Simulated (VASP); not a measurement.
Input of a VASP 6.6.1 run:

File INCAR:

```
PREC = Accurate
ENCUT = 520
EDIFF = 1E-6
ISMEAR = 0
SIGMA = 0.05
LREAL = False
LASPH = True
NELM = 100
ALGO = Normal
ISIF = 2
LWAVE = False
LCHARG = False
GGA = PE
NBANDS = 16
```

File KPOINTS:

```
regular mesh
0
Gamma
  12 12 10
```

The input POSCAR:

```
C
1.0
    0.0000000000     -1.7834000000     -1.7834000000
   -1.7834000000      0.0000000000     -1.7834000000
    1.7834000000      1.7834000000     -3.5668000000
C
4
Direct
    0.7621400892      0.7621400892      0.7459533036
    0.2621400892      0.2621400892      0.2459533036
    0.3628599108      0.3628599108      0.8790466964
    0.8628599108      0.8628599108      0.3790466964
```

Potentials or basis: VASP PAW PBE potentials, release 64 (C).

Run with:

```console
$ cat potpaw_PBE.64/C/POTCAR > POTCAR
$ mpirun -np 1 vasp_std > vasp.out
```

Task: Estimate the pressure.

Result: 5.4 GPa.

Task: What does it give for the largest force?

Result: 3.011 eV/Å.

Forces on the atoms (eV/Å):
```
C    1.739  1.739  1.739
C    1.739  1.739  1.739
C   -1.739 -1.739 -1.739
C   -1.739 -1.739 -1.739
```

Caveat: the cell differs from its parent crystal (atoms displaced along a vibrational mode); the cell stands under pressure; forces of over 1 eV/Å act on the atoms, so gaps and moduli don't describe the material at rest.
